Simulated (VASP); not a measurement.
# AlCu (P4mm) in VASP: further runs

AlCu is run at these levels: r2SCAN; tasks: single point.

All numbers are computed with VASP 6.6.1; they aren't measurements. Logs are shortened: lines on timing, memory, paths and dates and some standing lists are left out, and cuts for length are marked.

### 1 The cell of the first run

The structure is tetragonal, space group P4mm (No. 99). The conventional cell has a = 2.998 Å, b = 2.998 Å, c = 2.998 Å, α = 90.00°, β = 90.00°, γ = 90.00°. Within 3.1 Å of Al (site symmetry 4mm) lie 8 Cu at 2.34 to 2.91 Å and 6 Al at 3.00 Å. Cu (site symmetry 4mm) has 8 Al at 2.34 to 2.91 Å and 6 Cu at 3.00 Å within 3.1 Å.

### 2 Single point, r2SCAN

POSCAR reads:

```
AlCu
1.0
    2.9975090000      0.0000000000      0.0000000000
    0.0000000000      2.9975090000      0.0000000000
    0.0000000000      0.0000000000      2.9975090000
Al Cu
1 1
Direct
    0.1668051706      0.0000000000      0.0000000000
    0.5000000000      0.5000000000      0.5000000000
```

INCAR.step1 reads:

```
SYSTEM = AlCu
  ALGO = Normal
  EDIFF = 1E-4
  ENCUT = 520
  GGA = PE
  ISMEAR = 0
  LASPH = .TRUE.
  LCHARG = .FALSE.
  LREAL = .FALSE.
  LWAVE = .TRUE.
  NBANDS = 14
  NELM = 80
  PREC = Accurate
  SIGMA = 0.15
```

INCAR.step2 reads:

```
SYSTEM = AlCu
  ALGO = Normal
  EDIFF = 1E-6
  ENCUT = 520
  ISIF = 2
  ISMEAR = 0
  ISTART = 1
  LASPH = .TRUE.
  LCHARG = .TRUE.
  LELF = .TRUE.
  LMIXTAU = .TRUE.
  LREAL = .FALSE.
  LVHAR = .TRUE.
  LWAVE = .FALSE.
  METAGGA = R2SCAN
  NBANDS = 14
  NELM = 80
  PREC = Accurate
  SIGMA = 0.15
```

KPOINTS reads:

```
k-points
0
G
  16 16 16
  0 0 0
```

Potentials or basis: VASP PAW PBE potentials, release 64 (Al, Cu).

On the command line:

```console
$ cat potpaw_PBE.64/Al/POTCAR potpaw_PBE.64/Cu/POTCAR > POTCAR
$ cp INCAR.step1 INCAR
$ mpirun -np 1 vasp_std > vasp.out
$ cp INCAR.step2 INCAR
$ mpirun -np 1 vasp_std > vasp.out
```

OUTCAR:

```text
SYSTEM = AlCu
   EDIFF = 1E-6
   ENCUT = 520
   ISIF = 2
   ISMEAR = 0
   ISTART = 1
   LASPH = .TRUE.
   LREAL = .FALSE.
   METAGGA = R2SCAN
   NELM = 80
   PREC = Accurate

 ion  position               nearest neighbor table
   1  0.167  0.000  0.000-   2 2.34   2 2.34   2 2.34   2 2.34   2 2.91   2 2.91   2 2.91   2 2.91

   2  0.500  0.500  0.500-   1 2.34   1 2.34   1 2.34   1 2.34   1 2.91   1 2.91   1 2.91   1 2.91

  LATTYP: Found a simple cubic cell.
 ALAT       =     2.9975090000

  Lattice vectors:

 A1 = (   2.9975090000,   0.0000000000,   0.0000000000)
 A2 = (   0.0000000000,   2.9975090000,   0.0000000000)
 A3 = (   0.0000000000,   0.0000000000,   2.9975090000)

Analysis of symmetry for initial positions (statically):
=====================================================================
 Subroutine PRICEL returns:
 Original cell was already a primitive cell.

 Routine SETGRP: Setting up the symmetry group for a
 simple cubic supercell.

 Subroutine GETGRP returns: Found  8 space group operations
 (whereof  8 operations were pure point group operations)
 out of a pool of 48 trial point group operations.

The static configuration has the point symmetry C_4v.

Analysis of symmetry for dynamics (positions and initial velocities):
=====================================================================
 Subroutine PRICEL returns:
 Original cell was already a primitive cell.

 Routine SETGRP: Setting up the symmetry group for a
 simple cubic supercell.

 Subroutine GETGRP returns: Found  8 space group operations
 (whereof  8 operations were pure point group operations)
 out of a pool of 48 trial point group operations.

The dynamic configuration has the point symmetry C_4v.

 Subroutine INISYM returns: Found  8 space group operations
 (whereof  8 operations are pure point group operations),
 and found     1 'primitive' translations

----------------------------------------------------------------------------------------

                                     Primitive cell

  volume of cell :      26.9328

  direct lattice vectors                    reciprocal lattice vectors
     2.997509000  0.000000000  0.000000000     0.333610341  0.000000000  0.000000000
     0.000000000  2.997509000  0.000000000     0.000000000  0.333610341  0.000000000
     0.000000000  0.000000000  2.997509000     0.000000000  0.000000000  0.333610341

  length of vectors
     2.997509000  2.997509000  2.997509000     0.333610341  0.333610341  0.333610341

  position of ions in fractional coordinates (direct lattice)
     0.166805171  0.000000000  0.000000000
     0.500000000  0.500000000  0.500000000

  ion indices of the primitive-cell ions
   primitive index   ion index
                 1           1
                 2           2

----------------------------------------------------------------------------------------

 KPOINTS: k-points

Automatic generation of k-mesh.
 Grid dimensions read from file:
 generate k-points for:   16   16   16

 Generating k-lattice:

  Cartesian coordinates                     Fractional coordinates (reciprocal lattice)
     0.020850646  0.000000000  0.000000000     0.062500000  0.000000000  0.000000000
     0.000000000  0.020850646  0.000000000     0.000000000  0.062500000  0.000000000
     0.000000000  0.000000000  0.020850646     0.000000000  0.000000000  0.062500000

  Length of vectors
     0.020850646  0.020850646  0.020850646

  Shift w.r.t. Gamma in fractional coordinates (k-lattice)
     0.000000000  0.000000000  0.000000000

 Subroutine IBZKPT returns following result:
 ===========================================

 Found    405 irreducible k-points:

 Following reciprocal coordinates:
            Coordinates               Weight
  0.000000  0.000000  0.000000      1.000000
  0.062500  0.000000  0.000000      2.000000
  0.000000  0.062500  0.000000      4.000000
  0.125000  0.000000  0.000000      2.000000
  0.000000  0.125000  0.000000      4.000000
  0.187500  0.000000  0.000000      2.000000
[... 16 lines left out ...]
  0.187500  0.062500  0.000000      8.000000
  0.000000  0.187500  0.062500      8.000000
 [... further k-points ...]
   k-points           NKPTS =    405   k-points in BZ     NKDIM =    405   number of bands    NBANDS=     14
   number of dos      NEDOS =    301   number of ions     NIONS =      2
   total plane-waves  NPLWV =  13824
   dimension x,y,z NGX =    24 NGY =   24 NGZ =   24
   dimension x,y,z NGXF=    48 NGYF=   48 NGZF=   48
   ions per type =               1   1
   NGX,Y,Z   is equivalent  to a cutoff of  13.31, 13.31, 13.31 a.u.
   NGXF,Y,Z  is equivalent  to a cutoff of  26.62, 26.62, 26.62 a.u.
 SYSTEM =  AlCu
   PREC   = accura    normal or accurate (medium, high low for compatibility)
   ISTART =      1    job   : 0-new  1-cont  2-samecut
   ICHARG =      0    charge: 1-file 2-atom 10-const
   ISPIN  =      1    spin polarized calculation?
   LNONCOLLINEAR =      F non collinear calculations
   LSORBIT =      F    spin-orbit coupling
   LASPH  =      T    aspherical Exc in radial PAW
   ENCUT  =  520.0 eV  38.22 Ry    6.18 a.u.   5.57  5.57  5.57*2*pi/ulx,y,z
   NELM   =     80;   NELMIN=  2; NELMDL=  0     # of ELM steps
   EDIFF  = 0.1E-05   stopping-criterion for ELM
   LREAL  =      F    real-space projection
   EDIFFG = 0.1E-04   stopping-criterion for IOM
   NSW    =      0    number of steps for IOM
   IBRION =     -1    ionic relax: 0-MD 1-quasi-New 2-CG
   NFREE  =      0    steps in history (QN), initial steepest desc. (CG)
   ISIF   =      2    stress and relaxation
   ISYM   =      2    0-nonsym 1-usesym 2-fastsym
   POTIM  = 0.5000    time-step for ionic-motion
   TEBEG  =    0.0;   TEEND  =   0.0 temperature during run
   PSTRESS=    0.0 pullay stress
   NELECT =      14.0000    total number of electrons
   NUPDOWN=      -1.0000    fix difference up-down
   EMIN   =  10.00;   EMAX   =-10.00  energy-range for DOS
   EFERMI =   0.00;   METHOD = LEGACY
   ISMEAR =     0;   SIGMA  =   0.15  broadening in eV -4-tet -1-fermi 0-gaus
   EFERMI_NEDOS =   21; number of points for ismear=-14 and -15
   IALGO  =     38    algorithm
   IMIX   =      4    mixing-type and parameters
     AMIX     =   0.40;   BMIX     =  1.00
     AMIX_MAG =   1.60;   BMIX_MAG =  1.00
  volume/ion in A,a.u.               =      13.47        90.88
  Fermi-wavevector in a.u.,A,eV,Ry     =   1.316306  2.487459 23.574307  1.732663
  Thomas-Fermi vector in A             =   2.446428
   LORBIT       =      0    0 simple, 1 ext, 2 COOP (PROOUT), +10 PAW based schemes
   METAGGA = R2SCAN    functional components
   LHFCALC =     F    Hartree Fock is set to
   AEXX    =    0.0000 exact exchange contribution
   IVDW    =     0    specifies the selected vdW correction
   LEPSILON=     F    determine dielectric tensor
   LRPA    =     F    only Hartree local field effects (RPA)
 non-spin polarized calculation
 Gauss-broadening in eV      SIGMA  =   0.15
  energy-cutoff  :      520.00
  volume of cell :       26.93
 maximum number of plane-waves:       743
 NGX is ok and might be reduce to    24
   NGX = 11   NGY = 11   NGZ = 11

 number of electron      14.0000020 magnetization

 Free energy of the ion-electron system (eV)
  ---------------------------------------------------
  ext. energy  EPLUGINS =         0.00000000
  ---------------------------------------------------
  free energy    TOTEN  =       -17.39568343 eV

  energy without entropy =      -17.38962543  energy(sigma->0) =      -17.39265443

 E-fermi :   8.9370     XC(G=0): -12.3665

 val. band max:        8.9359713165   @ k =   0.3750   0.0000   0.4375
 cond. band min:       8.9412293876   @ k =   0.2500   0.4375   0.4375
 fundamental gap:      0.0052580711
 Fermi energy:         8.9370202095

 k-point     1 :       0.0000    0.0000    0.0000
  band No.  band energies     occupation
      1      -3.1232      2.00000
      2       3.5164      2.00000
      3       3.7040      2.00000
      4       4.5988      2.00000
      5       4.7649      2.00000
      6       4.7649      2.00000
      7      13.0693      0.00000
      8      13.0693      0.00000
      9      13.3808      0.00000
     10      15.5494      0.00000
     11      15.6081      0.00000
     12      19.3947      0.00000
     13      27.6141      0.00000
     14      27.6141      0.00000

 k-point     2 :       0.0625    0.0000    0.0000
  band No.  band energies     occupation
      1      -3.0552      2.00000
      2       3.5258      2.00000
      3       3.7069      2.00000
      4       4.6006      2.00000
      5       4.7478      2.00000
      6       4.7478      2.00000
      7      12.3980      0.00000
      8      13.1476      0.00000
      9      13.1476      0.00000
     10      15.6386      0.00000
     11      16.4591      0.00000
     12      19.6108      0.00000
     13      27.0107      0.00000
     14      27.0107      0.00000

 k-point     3 :       0.0000    0.0625    0.0000
  band No.  band energies     occupation
      1      -3.0532      2.00000
      2       3.5209      2.00000
      3       3.7137      2.00000
      4       4.5778      2.00000
      5       4.7481      2.00000
      6       4.7669      2.00000
      7      12.1275      0.00000
      8      13.1548      0.00000
      9      13.5987      0.00000
     10      15.5835      0.00000
     11      16.2399      0.00000
     12      19.7042      0.00000
     13      27.0835      0.00000
     14      27.4157      0.00000
[... 324 lines left out ...]
 k-point    23 :       0.1875    0.0625    0.0000
  band No.  band energies     occupation
      1      -2.4472      2.00000
      2       3.5976      2.00000
      3       3.7033      2.00000
      4       4.5903      2.00000
      5       4.6093      2.00000
      6       4.6362      2.00000
      7       9.3575      0.00007
      8      12.8892      0.00000
      9      13.8365      0.00000
     10      16.4303      0.00000
     11      18.8225      0.00000
     12      21.7609      0.00000
     13      23.6985      0.00000
     14      24.3754      0.00000

 k-point    24 :       0.0000    0.1875    0.0625
  band No.  band energies     occupation
      1      -2.4285      2.00000
      2       3.5329      2.00000
      3       3.7855      2.00000
      4       4.4116      2.00000
      5       4.6368      2.00000
      6       4.7628      2.00000
      7       9.2048      0.01159
      8      12.8252      0.00000
      9      14.5738      0.00000
     10      16.0603      0.00000
     11      18.3532      0.00000
     12      22.2283      0.00000
     13      23.4662      0.00000
     14      24.7906      0.00000

 [... further k-points ...]

------------------------ aborting loop because EDIFF is reached ----------------------------------------

  FORCE on cell =-STRESS in cart. coord.  units (eV):
  Direction    XX          YY          ZZ          XY          YZ          ZX
  --------------------------------------------------------------------------------------
  -------------------------------------------------------------------------------------
  Total       -0.0047209      1.4940204      1.4940204      0.0000000     -0.0000000      0.0000000
  in kB       -0.2808379     88.8762270     88.8762270      0.0000000     -0.0000000      0.0000000
  external PRESSURE =      59.1572054 kB  Pullay stress =       0.0000000 kB

 VOLUME and BASIS-vectors are now :
 -----------------------------------------------------------------------------
  energy-cutoff  :      520.00
  volume of cell :       26.93
      direct lattice vectors                 reciprocal lattice vectors
     2.997509000  0.000000000  0.000000000     0.333610341  0.000000000  0.000000000
     0.000000000  2.997509000  0.000000000     0.000000000  0.333610341  0.000000000
     0.000000000  0.000000000  2.997509000     0.000000000  0.000000000  0.333610341

 POSITION                                       TOTAL-FORCE (eV/Angst)
 -----------------------------------------------------------------------------------
      0.50000      0.00000      0.00000        -1.926844      0.000000     -0.000000
      1.49875      1.49875      1.49875         1.926844      0.000000      0.000000
 -----------------------------------------------------------------------------------
    total drift:                               -0.004178      0.000000     -0.000000

  FREE ENERGIE OF THE ION-ELECTRON SYSTEM (eV)
  ---------------------------------------------------
  free  energy   TOTEN  =       -17.3956834281 eV

  energy  without entropy=      -17.3896254297  energy(sigma->0) =      -17.39265443
```

It took 6.9 min on 1 thread of AMD EPYC 7R13 (Zen 3), shared host; peak memory 0.24 GiB.

Results:

```
Free energy            : -17.3957 eV
Pressure               : 5.9 GPa
Largest force          : 1.927 eV/Å
Band gap on the k mesh : zero (bands 7 and 8 overlap by 5.14 eV)
```

Forces on the atoms (eV/Å):
```
Al  -1.927  0.000  0.000
Cu   1.927  0.000  0.000
```

Levels at points of the mesh, in eV from the Fermi level:
| k point | band 4 | band 5 | band 6 | band 7 | band 8 | band 9 | band 10 | band 11 |
| --- | --- | --- | --- | --- | --- | --- | --- | --- |
| (0.00, 0.00, 0.00) | -4.34 | -4.17 | -4.17 | 4.13 | 4.13 | 4.44 | 6.61 | 6.67 |
| (0.50, 0.00, 0.00) | -4.58 | -4.58 | -4.29 | -3.30 | 7.58 | 7.58 | 7.88 | 10.11 |
| (0.00, 0.50, 0.00) | -4.82 | -4.54 | -4.13 | -3.53 | 7.79 | 8.37 | 8.52 | 9.25 |
| (0.50, 0.50, 0.00) | -4.49 | -4.04 | -3.85 | -3.48 | -0.77 | -0.10 | 11.23 | 12.21 |
| (0.00, 0.50, 0.50) | -4.84 | -3.90 | -3.60 | -3.60 | -1.01 | -0.04 | 11.59 | 12.18 |
| (0.50, 0.50, 0.50) | -3.88 | -3.80 | -0.04 | -0.04 | 1.00 | 1.54 | 3.09 | 3.09 |

Caveat: the cell differs from its parent crystal (all Al atoms moved -0.500 Å, as atom 1 towards its neighbour atom 1 (Al) at 2.998 Å); the stress differs along the axes, from -0 to 9 GPa; the PAW data sets were made with another functional, which shifts forces and pressure a little.

### 3 Single point, r2SCAN

Changes to POSCAR since step 2:

```diff
@@ -8,3 +8,3 @@
 Direct
-    0.1668051706      0.0000000000      0.0000000000
+   -0.1251038779      0.0000000000      0.0000000000
     0.5000000000      0.5000000000      0.5000000000
```

INCAR.step1 reads:

```
SYSTEM = AlCu
PREC = Accurate ; ENCUT = 520
ISMEAR = 0 ; SIGMA = 0.15
LREAL = .FALSE. ; LASPH = .TRUE.
NELM = 80 ; NBANDS = 14
GGA = PE ; ALGO = Normal
EDIFF = 1E-4 ; LWAVE = .TRUE.
LCHARG = .FALSE.
```

INCAR.step2 reads:

```
SYSTEM = AlCu
PREC = Accurate ; ENCUT = 520
EDIFF = 1E-6 ; ISMEAR = 0
SIGMA = 0.15 ; LREAL = .FALSE.
LASPH = .TRUE. ; NELM = 80
ALGO = Normal ; ISIF = 2
LWAVE = .FALSE. ; LCHARG = .FALSE.
METAGGA = R2SCAN ; LMIXTAU = .TRUE.
NBANDS = 14 ; ISTART = 1
```

KPOINTS reads:

```
Automatic mesh
0
G
  16 16 16
  0 0 0
```

Potentials or basis: VASP PAW PBE potentials, release 64 (Al, Cu).

On the command line:

```console
$ cat potpaw_PBE.64/Al/POTCAR potpaw_PBE.64/Cu/POTCAR > POTCAR
$ cp INCAR.step1 INCAR
$ mpirun -np 1 vasp_std > vasp.out
$ cp INCAR.step2 INCAR
$ mpirun -np 1 vasp_std > vasp.out
```

Run time: 6.6 min. Hardware: 1 thread of AMD EPYC 7R13 (Zen 3), shared host; peak memory 0.24 GiB.

The run converged. Its results:

```
Free energy            : -17.6093 eV
Pressure               : 1.3 GPa
Largest force          : 1.478 eV/Å
Band gap on the k mesh : zero (bands 7 and 8 overlap by 5.07 eV)
```

Forces on the atoms (eV/Å):
```
Al   1.478  0.000  0.000
Cu  -1.478  0.000  0.000
```

Stress tensor (GPa, compression positive):
```
-1.94  0.00  0.00
 0.00  2.92  0.00
 0.00  0.00  2.92
```

Levels at points of the mesh, in eV from the Fermi level:
```csv
k point,band 4,band 5,band 6,band 7,band 8,band 9,band 10,band 11
"(0.00, 0.00, 0.00)",-4.23,-4.14,-4.14,4.10,4.10,4.30,6.54,6.56
"(0.50, 0.00, 0.00)",-4.56,-4.56,-4.18,-3.33,7.69,7.83,7.83,9.77
"(0.00, 0.50, 0.00)",-4.70,-4.53,-4.09,-3.46,7.63,8.50,8.59,9.03
"(0.50, 0.50, 0.00)",-4.46,-4.04,-3.81,-3.69,-0.82,-0.10,11.09,12.56
"(0.00, 0.50, 0.50)",-4.74,-3.83,-3.72,-3.72,-0.96,-0.06,11.32,12.39
"(0.50, 0.50, 0.50)",-3.81,-3.76,0.22,0.22,0.86,1.67,2.75,2.75
```

Caveat: the cell differs from its parent crystal (all Al atoms moved +0.375 Å, as atom 1 towards its neighbour atom 1 (Al) at 2.998 Å); the PAW data sets were made with another functional, which shifts forces and pressure a little.
